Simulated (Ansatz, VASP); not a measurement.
## GaN in VASP and in Ansatz

File INCAR:

```
ALGO = Normal ; EDIFF = 1E-6
ENCUT = 520 ; GGA = PE
ISIF = 2 ; ISMEAR = 0
LASPH = True ; LCHARG = False
LREAL = False ; LWAVE = False
NBANDS = 26 ; NELM = 60
PREC = Accurate ; SIGMA = 0.01
```

Contents of KPOINTS:

```
k-points
0
Gamma
  12 12 4
```

The input POSCAR:

```
GaN
1.0
    3.2218469041      0.0000000000      0.0000000000
   -1.6109234521      2.7902012620      0.0000000000
    0.0000000000      0.0000000000      5.2339814801
Ga N
2 2
Direct
    0.3333333333      0.6666666667      0.0000000000
    0.6666666667      0.3333333333      0.5000000000
    0.3333333333      0.6666666667      0.3750000000
    0.6666666667      0.3333333333      0.8750000000
```

Input for Ansatz:

```yaml
crystal:
  lattice:
    - [3.2218469041481637, 0.0, 0.0]
    - [-1.6109234520740818, 2.7902012620089502, 0.0]
    - [0.0, 0.0, 5.233981480135036]
  atoms:
    - { symbol: Ga, position: [0.3333333333333333, 0.6666666666666666, 0.0] }
    - { symbol: Ga, position: [0.6666666666666666, 0.3333333333333333, 0.5] }
    - { symbol: "N", position: [0.3333333333333333, 0.6666666666666666, 0.375] }
    - { symbol: "N", position: [0.6666666666666666, 0.3333333333333333, 0.875] }
basis:
  ecutwfc: 420.0
kpoints:
  mp_grid:
    grid: [12, 12, 4]
hamiltonian:
  xc: pbe
  pseudopotentials:
    kind: paw
scf:
  max_iter: 95
  occupations:
    method: fixed
output:
  stress: true
```

Alike in both runs: task single point; functional PBE; k mesh 12 × 12 × 4; no spin polarisation.

```csv
,VASP,Ansatz
version,VASP 6.6.1,Ansatz 0.2.0
potentials or method,"VASP PAW PBE potentials, release 64 (Ga_d, N), cutoff 520 eV","plane waves, PAW"
occupations,"gaussian, width 0.01 eV",fixed
valence electrons in the cell,36,36
```

Ansatz gave:

* pressure (GPa): -0.1
* traceless stress, the component that is largest in VASP (GPa): 1.21

Question: Estimate VASP's values.

Answer: Pressure (GPa): 0.1; traceless stress, the component that is largest in VASP (GPa): 1.22.
